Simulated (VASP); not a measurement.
A run of VASP 6.6.1:

INCAR

```
SYSTEM = W32F
PREC = Accurate
ENCUT = 520
EDIFF = 1E-6
ISMEAR = 1
SIGMA = 0.1
LREAL = Auto
LASPH = .True.
NELM = 60
ALGO = Normal
ISIF = 2
LWAVE = .False.
LCHARG = .False.
GGA = PE
NBANDS = 250
```

KPOINTS

```
Automatic mesh
0
Gamma
  1 1 1
  0 0 0
```

Contents of POSCAR:

```
W32F
1.0
    0.0000000000      6.3684112200      6.3684112200
    6.3684112200      0.0000000000      6.3684112200
    6.3684112200      6.3684112200      0.0000000000
W F
32 1
Direct
   -0.0041481304      0.0010614892      0.0053914546
    0.1166799653      0.1221984531      0.1355818540
    0.2438297318      0.2532601844      0.2436424010
    0.3671242197      0.3827690951      0.3407856253
    0.0004635379     -0.0005574389      0.5046335560
    0.1228512062      0.1257578966      0.6256530652
    0.2226405380      0.2400400111      0.7810526563
    0.3735302131      0.3763375067      0.8776513964
   -0.0042395975      0.4994877671      0.0052053014
    0.1217561921      0.6281148252      0.1244138409
    0.2481238955      0.7543223630      0.2524976708
    0.3742350985      0.8832543637      0.3749611822
   -0.0044727796      0.5017555226      0.5051058088
    0.1211708028      0.6286977021      0.6306178042
    0.2504069610      0.7540815651      0.7505489729
    0.3727479144      0.8739724568      0.8803583510
    0.4957966581      0.0004998107      0.0063785140
    0.6227306722      0.1271444277      0.1241378694
    0.7491438343      0.2522123563      0.2517048514
    0.8759120301      0.3771273426      0.3772056981
    0.4976832353      0.0007059060      0.5031671777
    0.6390882057      0.1108002413      0.6373277981
    0.7494060661      0.2540351030      0.7527962367
    0.8665300197      0.3756317576      0.8826487967
    0.4965939527      0.5060609921     -0.0091712828
    0.6241094305      0.6270227160      0.1243863615
    0.7487537842      0.7540053294      0.2524803981
    0.8740289073      0.8758307696      0.3813185763
    0.5098564442      0.5270034211      0.4938326674
    0.6276400600      0.6331158370      0.6245823114
    0.7504063941      0.7494080290      0.7546647561
    0.8746687058      0.8751941116      0.8754335748
    0.4207024181      0.3289437393      0.5570023476
```

Potentials or basis: VASP PAW PBE potentials, release 64 (W_sv, F).

The run is started by

```console
$ cat potpaw_PBE.64/W_sv/POTCAR potpaw_PBE.64/F/POTCAR > POTCAR
$ mpirun -np 1 vasp_gam > vasp.out
```

Hardware: 1 thread of Intel(R) Xeon(R) Platinum 8559C (Emerald Rapids), on a shared host.

**Question.** Estimate the wall time of this run.

**Answer.** Wall time 5.2 min on 1 thread of Intel(R) Xeon(R) Platinum 8559C (Emerald Rapids) (shared host), peak memory 0.69 GiB. Counts: scf iterations 17, k points 1.
